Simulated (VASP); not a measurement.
# SiC5 (P-62m) in VASP: further runs

The runs below take SiC5 through single point, with PBE.

All numbers are computed with VASP 6.6.1; they aren't measurements. Logs are shortened: lines on timing, memory, paths and dates and some standing lists are left out, and cuts for length are marked.

## (1) The cell of the first run

It takes space group P-62m (No. 189, hexagonal). The conventional cell has a = 3.584 Å, b = 3.584 Å, c = 7.223 Å, α = 90.00°, β = 90.00°, γ = 120.00°. Si (site symmetry -62m) has 6 C at 2.07 Å within 2.7 Å. Within 1.9 Å of C (site symmetry m2m) lie 2 C at 1.40 Å. C (site symmetry -6) has 3 C at 2.07 Å and 3 Si at 2.07 Å within 2.7 Å.

## (2) Single point, PBE, collinear spin

INCAR reads:

```
SYSTEM = SiC5
PREC = Accurate ; ENCUT = 1300
EDIFF = 1E-6 ; ISMEAR = 0
SIGMA = 0.1 ; LREAL = .FALSE.
LASPH = .TRUE. ; NELM = 200
ALGO = Normal ; ISIF = 2
LWAVE = .FALSE. ; LCHARG = .TRUE.
ISPIN = 2 ; MAGMOM = 0 1 1 1 1 1
LORBIT = 11 ; GGA = PE
LELF = .TRUE. ; LVHAR = .TRUE.
NBANDS = 25 ; GGA_COMPAT = .FALSE.
```

KPOINTS reads:

```
regular mesh
0
G
  6 6 4
  0 0 0
```

POSCAR reads:

```
SiC5
1.0
    3.5842341411      0.0000000000      0.0000000000
   -1.7921170706      3.1040378193      0.0000000000
    0.0000000000      0.0000000000      7.2232011970
Si C
1 5
Direct
    0.0000000000      0.0000000000      0.5000000000
    0.0000000000      0.7745638050      0.0000000000
    0.7745638050      0.0000000000      0.0000000000
    0.2254361950      0.2254361950      0.0000000000
    0.3333333333      0.6666666667      0.5000000000
    0.6666666667      0.3333333333      0.5000000000
```

Potentials or basis: VASP PAW PBE potentials, release 64 (Si, C_h).

Started as:

```sh
$ cat potpaw_PBE.64/Si/POTCAR potpaw_PBE.64/C_h/POTCAR > POTCAR
$ mpirun -np 1 vasp_std > vasp.out
```

OUTCAR:

```text
SYSTEM = SiC5
   PREC = Accurate
   ENCUT = 1300
   EDIFF = 1E-6
   ISMEAR = 0
   LREAL = .FALSE.
   LASPH = .TRUE.
   NELM = 200
   ISIF = 2
   ISPIN = 2
   LORBIT = 11
   GGA = PE

 ion  position               nearest neighbor table
   1  0.000  0.000  0.500-   5 2.07   6 2.07   6 2.07   5 2.07   6 2.07   5 2.07
   2  0.000  0.775  0.000-   4 1.40   3 1.40
   3  0.775  0.000  0.000-   4 1.40   2 1.40
   4  0.225  0.225  0.000-   3 1.40   2 1.40
   5  0.333  0.667  0.500-   1 2.07   1 2.07   1 2.07
   6  0.667  0.333  0.500-   1 2.07   1 2.07   1 2.07

  LATTYP: Found a hexagonal cell.
 ALAT       =     3.5842341411
 C/A-ratio  =     2.0152704630

  Lattice vectors:

 A1 = (   3.5842341411,   0.0000000000,   0.0000000000)
 A2 = (  -1.7921170706,   3.1040378193,   0.0000000000)
 A3 = (   0.0000000000,   0.0000000000,   7.2232011970)

Analysis of symmetry for initial positions (statically):
=====================================================================
 Subroutine PRICEL returns:
 Original cell was already a primitive cell.

 Routine SETGRP: Setting up the symmetry group for a
 hexagonal supercell.

 Subroutine GETGRP returns: Found 12 space group operations
 (whereof 12 operations were pure point group operations)
 out of a pool of 24 trial point group operations.

The static configuration has the point symmetry D_3h.

Analysis of symmetry for dynamics (positions and initial velocities):
=====================================================================
 Subroutine PRICEL returns:
 Original cell was already a primitive cell.

 Routine SETGRP: Setting up the symmetry group for a
 hexagonal supercell.

 Subroutine GETGRP returns: Found 12 space group operations
 (whereof 12 operations were pure point group operations)
 out of a pool of 24 trial point group operations.

The dynamic configuration has the point symmetry D_3h.

Analysis of structural, dynamic, and magnetic symmetry:
=====================================================================
 Subroutine PRICEL returns:
 Original cell was already a primitive cell.

 Routine SETGRP: Setting up the symmetry group for a
 hexagonal supercell.

 Subroutine GETGRP returns: Found 12 space group operations
 (whereof 12 operations were pure point group operations)
 out of a pool of 24 trial point group operations.

The overall configuration has the point symmetry D_3h.

 Subroutine INISYM returns: Found 12 space group operations
 (whereof 12 operations are pure point group operations),
 and found     1 'primitive' translations

----------------------------------------------------------------------------------------

                                     Primitive cell

  volume of cell :      80.3624

  direct lattice vectors                    reciprocal lattice vectors
     3.584234141  0.000000000  0.000000000     0.278999630  0.161080512  0.000000000
    -1.792117071  3.104037819  0.000000000     0.000000000  0.322161023  0.000000000
     0.000000000  0.000000000  7.223201197     0.000000000  0.000000000  0.138442772

  length of vectors
     3.584234141  3.584234141  7.223201197     0.322161023  0.322161023  0.138442772

  position of ions in fractional coordinates (direct lattice)
     0.000000000  0.000000000  0.500000000
     0.000000000  0.774563805  0.000000000
     0.774563805  0.000000000  0.000000000
     0.225436195  0.225436195  0.000000000
     0.333333333  0.666666667  0.500000000
     0.666666667  0.333333333  0.500000000

  ion indices of the primitive-cell ions
   primitive index   ion index
                 1           1
                 2           2
                 3           3
                 4           4
                 5           5
                 6           6

----------------------------------------------------------------------------------------

 KPOINTS: regular mesh

Automatic generation of k-mesh.
 Grid dimensions read from file:
 generate k-points for:    6    6    4

 Generating k-lattice:

  Cartesian coordinates                     Fractional coordinates (reciprocal lattice)
     0.046499938  0.026846752  0.000000000     0.166666667  0.000000000  0.000000000
     0.000000000  0.053693504  0.000000000     0.000000000  0.166666667  0.000000000
     0.000000000  0.000000000  0.034610693     0.000000000  0.000000000  0.250000000

  Length of vectors
     0.053693504  0.053693504  0.034610693

  Shift w.r.t. Gamma in fractional coordinates (k-lattice)
     0.000000000  0.000000000  0.000000000

 Subroutine IBZKPT returns following result:
 ===========================================

 Found     21 irreducible k-points:

 Following reciprocal coordinates:
            Coordinates               Weight
  0.000000  0.000000  0.000000      1.000000
  0.166667 -0.000000  0.000000      6.000000
  0.333333 -0.000000  0.000000      6.000000
  0.500000  0.000000  0.000000      3.000000
  0.166667  0.166667  0.000000      6.000000
  0.333333  0.166667  0.000000     12.000000
[... 13 lines left out ...]
  0.333333  0.166667  0.500000     12.000000
  0.333333  0.333333  0.500000      2.000000
   k-points           NKPTS =     21   k-points in BZ     NKDIM =     21   number of bands    NBANDS=     25
   number of dos      NEDOS =    301   number of ions     NIONS =      6
   total plane-waves  NPLWV = 158760
   dimension x,y,z NGX =    42 NGY =   42 NGZ =   90
   dimension x,y,z NGXF=    84 NGYF=   84 NGZF=  180
   ions per type =               1   5
   NGX,Y,Z   is equivalent  to a cutoff of  19.48, 19.48, 20.71 a.u.
   NGXF,Y,Z  is equivalent  to a cutoff of  38.96, 38.96, 41.43 a.u.
 SYSTEM =  SiC5
   PREC   = accura    normal or accurate (medium, high low for compatibility)
   ISTART =      0    job   : 0-new  1-cont  2-samecut
   ICHARG =      2    charge: 1-file 2-atom 10-const
   ISPIN  =      2    spin polarized calculation?
   LNONCOLLINEAR =      F non collinear calculations
   LSORBIT =      F    spin-orbit coupling
   LASPH  =      T    aspherical Exc in radial PAW
   ENCUT  = 1300.0 eV  95.55 Ry    9.77 a.u.  10.54 10.54 21.24*2*pi/ulx,y,z
   NELM   =    200;   NELMIN=  2; NELMDL= -5     # of ELM steps
   EDIFF  = 0.1E-05   stopping-criterion for ELM
   LREAL  =      F    real-space projection
   EDIFFG = 0.1E-04   stopping-criterion for IOM
   NSW    =      0    number of steps for IOM
   IBRION =     -1    ionic relax: 0-MD 1-quasi-New 2-CG
   NFREE  =      0    steps in history (QN), initial steepest desc. (CG)
   ISIF   =      2    stress and relaxation
   ISYM   =      2    0-nonsym 1-usesym 2-fastsym
   POTIM  = 0.5000    time-step for ionic-motion
   TEBEG  =    0.0;   TEEND  =   0.0 temperature during run
   PSTRESS=    0.0 pullay stress
   NELECT =      24.0000    total number of electrons
   NUPDOWN=      -1.0000    fix difference up-down
   EMIN   =  10.00;   EMAX   =-10.00  energy-range for DOS
   EFERMI =   0.00;   METHOD = LEGACY
   ISMEAR =     0;   SIGMA  =   0.10  broadening in eV -4-tet -1-fermi 0-gaus
   EFERMI_NEDOS =   21; number of points for ismear=-14 and -15
   IALGO  =     38    algorithm
   IMIX   =      4    mixing-type and parameters
     AMIX     =   0.40;   BMIX     =  1.00
     AMIX_MAG =   1.60;   BMIX_MAG =  1.00
  volume/ion in A,a.u.               =      13.39        90.39
  Fermi-wavevector in a.u.,A,eV,Ry     =   1.094278  2.067885 16.292210  1.197444
  Thomas-Fermi vector in A             =   2.230579
   LORBIT       =     11    0 simple, 1 ext, 2 COOP (PROOUT), +10 PAW based schemes
   GGA     = PE    functional components
   LHFCALC =     F    Hartree Fock is set to
   AEXX    =    0.0000 exact exchange contribution
   IVDW    =     0    specifies the selected vdW correction
   LEPSILON=     F    determine dielectric tensor
   LRPA    =     F    only Hartree local field effects (RPA)
 spin polarized calculation
 Gauss-broadening in eV      SIGMA  =   0.10
  energy-cutoff  :     1300.00
  volume of cell :       80.36
 maximum number of plane-waves:      8598
   NGX = 21   NGY = 21   NGZ = 43

 number of electron      24.0000000 magnetization       0.2237123

 Free energy of the ion-electron system (eV)
  ---------------------------------------------------
  ext. energy  EPLUGINS =         0.00000000
  ---------------------------------------------------
  free energy    TOTEN  =       -33.72994971 eV

  energy without entropy =      -33.71060503  energy(sigma->0) =      -33.72027737

 E-fermi :   3.3535     XC(G=0):  -9.2565

 val. band max:        3.3506954169   @ k =   0.1667  -0.0000   0.0000
 cond. band min:       3.3539093267   @ k =   0.3333   0.3333   0.5000
 fundamental gap:      0.0032139099
 Fermi energy:         3.3534598140

 spin component 1

 k-point     1 :       0.0000    0.0000    0.0000
  band No.  band energies     occupation
      1     -15.6212      1.00000
      2     -12.4448      1.00000
      3      -3.0109      1.00000
      4      -2.9581      1.00000
      5      -2.3523      1.00000
      6      -2.3523      1.00000
[... 16 lines left out ...]
     23      14.8181      0.00000
     24      14.8181      0.00000

 k-point     2 :       0.1667   -0.0000    0.0000
  band No.  band energies     occupation
      1     -15.5321      1.00000
      2     -12.0880      1.00000
      3      -4.4627      1.00000
      4      -3.9623      1.00000
      5      -2.6782      1.00000
      6      -2.6591      1.00000
[... 16 lines left out ...]
     23      13.8663      0.00000
     24      15.2598      0.00000
[... 484 lines left out ...]
     23      14.1037      0.00000
     24      14.3175      0.00000

 k-point    21 :       0.3333    0.3333    0.5000
  band No.  band energies     occupation
      1     -15.1926      1.00000
      2      -8.6781      1.00000
      3      -8.6781      1.00000
      4      -6.8151      1.00000
      5      -5.3711      1.00000
      6      -5.3711      1.00000
[... 16 lines left out ...]
     23      14.2237      0.00000
     24      14.2237      0.00000
 Fermi energy:         3.3534598140

 spin component 2

 k-point     1 :       0.0000    0.0000    0.0000
  band No.  band energies     occupation
      1     -15.5562      1.00000
      2     -12.4446      1.00000
      3      -2.9242      1.00000
      4      -2.8576      1.00000
      5      -2.2335      1.00000
      6      -2.2335      1.00000
[... 16 lines left out ...]
     23      14.8198      0.00000
     24      14.8198      0.00000

 k-point     2 :       0.1667   -0.0000    0.0000
  band No.  band energies     occupation
      1     -15.4681      1.00000
      2     -12.0879      1.00000
      3      -4.3274      1.00000
      4      -3.9615      1.00000
      5      -2.6423      1.00000
      6      -2.5399      1.00000
[... 16 lines left out ...]
     23      13.8697      0.00000
     24      15.2644      0.00000
[... 484 lines left out ...]
     23      14.1154      0.00000
     24      14.4776      0.00000

 k-point    21 :       0.3333    0.3333    0.5000
  band No.  band energies     occupation
      1     -15.1330      1.00000
      2      -8.6779      1.00000
      3      -8.6779      1.00000
      4      -6.8154      1.00000
      5      -5.2361      1.00000
      6      -5.2361      1.00000
[... 16 lines left out ...]
     23      14.2388      0.00000
     24      14.2388      0.00000
 [bands above 24 left out]

------------------------ aborting loop because EDIFF is reached ----------------------------------------

  FORCE on cell =-STRESS in cart. coord.  units (eV):
  Direction    XX          YY          ZZ          XY          YZ          ZX
  --------------------------------------------------------------------------------------
  -------------------------------------------------------------------------------------
  Total       -0.0534221     -0.0534221      0.1572978      0.0000000      0.0000000      0.0000000
  in kB       -1.0650705     -1.0650705      3.1360291      0.0000000      0.0000000      0.0000000
  external PRESSURE =       0.3352960 kB  Pullay stress =       0.0000000 kB

 VOLUME and BASIS-vectors are now :
 -----------------------------------------------------------------------------
  energy-cutoff  :     1300.00
  volume of cell :       80.36
      direct lattice vectors                 reciprocal lattice vectors
     3.584234141  0.000000000  0.000000000     0.278999630  0.161080512  0.000000000
    -1.792117071  3.104037819  0.000000000     0.000000000  0.322161023  0.000000000
     0.000000000  0.000000000  7.223201197     0.000000000  0.000000000  0.138442772

 POSITION                                       TOTAL-FORCE (eV/Angst)
 -----------------------------------------------------------------------------------
      0.00000      0.00000      3.61160        -0.000000     -0.000000      0.000000
     -1.38811      2.40428      0.00000        -0.012181      0.021098      0.000000
      2.77622      0.00000      0.00000         0.024362     -0.000000      0.000000
      0.40401      0.69976      0.00000        -0.012181     -0.021098      0.000000
     -0.00000      2.06936      3.61160        -0.000000     -0.000000      0.000000
      1.79212      1.03468      3.61160        -0.000000     -0.000000      0.000000
 -----------------------------------------------------------------------------------
    total drift:                                0.000000      0.000000     -0.000000

  FREE ENERGIE OF THE ION-ELECTRON SYSTEM (eV)
  ---------------------------------------------------
  free  energy   TOTEN  =       -33.7299497105 eV

  energy  without entropy=      -33.7106050347  energy(sigma->0) =      -33.72027737

 total charge

# of ion       s       p       d       tot
------------------------------------------
    1        0.735   0.761   0.000   1.497
    2        0.545   0.851   0.000   1.396
    3        0.545   0.851   0.000   1.396
    4        0.545   0.851   0.000   1.396
    5        0.555   0.734   0.000   1.289
    6        0.555   0.734   0.000   1.289
--------------------------------------------------
tot          3.479   4.783   0.000   8.262

 magnetization (x)

# of ion       s       p       d       tot
------------------------------------------
    1       -0.000  -0.000   0.000  -0.000
    2        0.009   0.024   0.000   0.033
    3        0.009   0.024   0.000   0.033
    4        0.009   0.024   0.000   0.033
    5       -0.000   0.000   0.000   0.000
    6       -0.000   0.000   0.000   0.000
--------------------------------------------------
tot          0.026   0.073   0.000   0.098
```

Run time: 8.3 min. Hardware: 1 thread of Intel Xeon Platinum 8259CL at 2.50GHz (Skylake/Cascade Lake), shared host; peak memory 0.65 GiB.

Results:

- Free energy: -33.7299 eV
- Pressure: 0.0 GPa
- Largest force: 0.024 eV/Å
- Net moment: 0.22 μB per cell
- Site moments: Si -0.00; C +0.03, +0.00 (each value once) μB
- Valence electrons inside the program's atomic spheres: Si 1.50; C 1.40, 1.29 (each value once)

Forces on the atoms (eV/Å):
```
Si   0.000  0.000  0.000
C   -0.012  0.021  0.000
C    0.024  0.000  0.000
C   -0.012 -0.021  0.000
C    0.000  0.000  0.000
C    0.000  0.000  0.000
```

Stress tensor (GPa, compression positive):
```
-0.11  0.00  0.00
 0.00 -0.11  0.00
 0.00  0.00  0.31
```

Levels at points of the mesh, in eV from the Fermi level:
Spin up:
```csv
k point,band 9,band 10,band 11,band 12,band 13,band 14,band 15,band 16
"(0.00, 0.00, 0.00)",-4.43,-4.30,-2.44,-2.44,-0.72,-0.72,0.64,2.74
"(0.50, 0.00, 0.00)",-3.83,-2.34,-1.14,0.53,1.04,1.67,2.92,3.42
"(0.00, 0.00, 0.50)",-4.52,-4.30,-2.45,-2.45,-0.73,-0.73,0.83,2.73
"(0.50, 0.00, 0.50)",-3.87,-2.21,-1.32,0.54,1.06,1.33,2.82,3.42
```
Spin down:
```tsv
k point	band 8	band 9	band 10	band 11	band 12	band 13	band 14	band 15	band 16	band 17
(0.00, 0.00, 0.00)	-4.52	-4.41	-4.30	-2.44	-2.44	-0.52	-0.52	0.64	2.74	4.43
(0.50, 0.00, 0.00)	-4.87	-3.65	-2.34	-1.14	0.73	1.21	1.74	2.92	3.42	3.69
(0.00, 0.00, 0.50)	-4.52	-4.52	-4.30	-2.45	-2.45	-0.52	-0.52	0.83	2.74	4.46
(0.50, 0.00, 0.50)	-4.62	-3.69	-2.21	-1.31	0.74	1.24	1.41	2.83	3.42	3.70
```

## (3) Single point, PBE

INCAR reads:

```
  ALGO = Normal
  EDIFF = 1E-6
  ENCUT = 1300
  GGA = PE
  GGA_COMPAT = False
  ISIF = 2
  ISMEAR = 0
  LASPH = True
  LCHARG = False
  LREAL = False
  LWAVE = False
  NBANDS = 21
  NELM = 120
  PREC = Accurate
  SIGMA = 0.1
```

KPOINTS reads:

```
k-points
0
Gamma
  6 6 4
```

Edit POSCAR of step 2 so:

```diff
@@ -2,4 +2,4 @@
 1.0
-    3.5842341411      0.0000000000      0.0000000000
-   -1.7921170706      3.1040378193      0.0000000000
+    3.5842341411     -0.0000000023      0.0000000000
+   -1.7921170686      3.1040378205      0.0000000000
     0.0000000000      0.0000000000      7.2232011970
```

Potentials or basis: VASP PAW PBE potentials, release 64 (Si, C_h).

Started as:

```sh
$ cat potpaw_PBE.64/Si/POTCAR potpaw_PBE.64/C_h/POTCAR > POTCAR
$ mpirun -np 1 vasp_std > vasp.out
```

Run time: 82 s. Hardware: 1 thread of Intel Xeon 6975P-C (Granite Rapids), shared host; peak memory 0.44 GiB.

The run converged. Its results:

- Free energy: -33.7289 eV
- Pressure: 0.1 GPa
- Largest force: 0.012 eV/Å
- Band gap on the k mesh: zero (bands 12 and 13 overlap by 1.49 eV)

Forces in eV/Å, atoms in the order of the input:
```
Si   0.000  0.000  0.000
C    0.006 -0.010  0.000
C   -0.012  0.000  0.000
C    0.006  0.010  0.000
C    0.000  0.000  0.000
C    0.000  0.000  0.000
```

Stress tensor (GPa, compression positive):
```
-0.06  0.00  0.00
 0.00 -0.06  0.00
 0.00  0.00  0.31
```

Levels at points of the mesh, in eV from the Fermi level:
```
           k point  band 10  band 11  band 12  band 13  band 14  band 15
(0.00, 0.00, 0.00)    -4.29    -2.44    -2.44    -0.58    -0.58     0.65
(0.50, 0.00, 0.00)    -2.33    -1.13     0.67     1.16     1.74     2.93
(0.00, 0.00, 0.50)    -4.29    -2.44    -2.44    -0.58    -0.58     0.84
(0.50, 0.00, 0.50)    -2.20    -1.30     0.68     1.18     1.40     2.84
```

The gap in the log of VASP goes by the Fermi energy; the results here count the filled bands.